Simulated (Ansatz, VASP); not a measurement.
**ZnCu in VASP and in Ansatz**

Contents of INCAR:

```
PREC = Accurate
ENCUT = 520
EDIFF = 1E-6
ISMEAR = 0
SIGMA = 0.1
LREAL = False
LASPH = True
NELM = 60
ALGO = Fast
ISIF = 2
LWAVE = False
LCHARG = False
GGA = PE
NBANDS = 18
```

KPOINTS

```
Automatic mesh
0
Gamma
  12 12 12
```

File POSCAR:

```
ZnCu
1.0
    2.9450000000      0.0000000000      0.0000000000
    0.0000000000      2.9450000000      0.0000000000
    0.0000000000      0.0000000000      2.9450000000
Zn Cu
1 1
Direct
    0.5000000000      0.5000000000      0.5000000000
    0.0129711375      0.0041426146      0.0069337861
```

Input for Ansatz:

```yaml
crystal:
  lattice:
    - [2.945, 0.0, 0.0]
    - [0.0, 2.945, 0.0]
    - [0.0, 0.0, 2.945]
  atoms:
    - { symbol: Zn, position: [0.5, 0.5, 0.5] }
    - { symbol: Cu, position: [0.0129711375, 0.0041426146, 0.0069337861] }
basis:
  ecutwfc: 420
kpoints:
  mp_grid: { grid: [12, 12, 12] }
hamiltonian:
  xc: pbe
scf:
  occupations: { method: gaussian, width: 0.1 }
output:
  forces: true
  stress: true
  eigenvalues: true
  populations: true
```

Change from the starting cell: one atom moved.

Alike in both runs: task single point; functional PBE; k mesh 12 × 12 × 12; occupations gaussian, width 0.1 eV; no spin polarisation.

|  | VASP | Ansatz |
| --- | --- | --- |
| version | VASP 6.6.1 | Ansatz 0.2.0 |
| potentials or method | VASP PAW PBE potentials, release 64 (Zn, Cu), cutoff 520 eV | scalar-relativistic, plane waves, PAW |
| valence electrons in the cell | 23 | 31 |

Ansatz gave:

```
gap on the k mesh at the Fermi level (eV)                     : none
pressure (GPa)                                                : 2.6
traceless stress, the component that is largest in VASP (GPa) : 0.09
rms of the force components (eV/Å)                            : 0.122
```

Q: Which values does VASP return?

A: gap on the k mesh at the Fermi level (eV): none; pressure (GPa): 3.5; traceless stress, the component that is largest in VASP (GPa): 0.09; rms of the force components (eV/Å): 0.124.

Atom by atom the forces differ by 0.002 eV/Å (rms over components). A gap of «none» marks a metal or a gap that the smearing closes. With one functional, cell and mesh, what is left measures potentials, basis and numerics. VASP's potentials hold 23 valence electrons a cell and Ansatz's 31, so a difference there can come from the potentials and not from the codes.
